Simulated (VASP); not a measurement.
Runs of VASP 6.6.1 on V. The structure is that of space group Pm-3m (No. 221), or close to it. The cells are those of the table. 

```tsv
task	cell	k mesh	cutoff (eV)	gap on the mesh (eV)	pressure (GPa)
single point	a = 2.476 Å, 1 atom	13 × 13 × 13	520	none	(b)
single point	a = 2.476 Å, 1 atom	21 × 21 × 21	520	none	0.8
relaxation of cell and atoms	relaxed from a = 2.463 Å, 1 atom	13 × 13 × 13	600	none	0.0
single point	a = 2.476 Å, 1 atom	14 × 14 × 14	520	none	0.8
single point	a = 2.373 Å, 1 atom	14 × 14 × 14	520	none	21.4
single point	a = 2.541 Å, 1 atom	14 × 14 × 14	520	none	-7.4
single point	a = 2.509 Å, 1 atom	14 × 14 × 14	520	none	-3.8
single point	a = 2.443 Å, 1 atom	14 × 14 × 14	520	none	6.4
single point	a = 2.572 Å, 1 atom	14 × 14 × 14	520	none	(a)
single point	a = 2.409 Å, 1 atom	14 × 14 × 14	520	none	13.1
```

Alike in all rows: level BLYP; potentials or basis VASP PAW PBE potentials, release 64 (V_sv); no spin polarisation; smearing fermi-dirac 0.1 eV.

Q: Fill in the values left out.

A: (a) -10.6; (b) 0.3.

Caveats: the PAW data sets were made with another functional, which shifts forces and pressure a little.

A gap of «none» marks levels without a gap at the run's occupations.
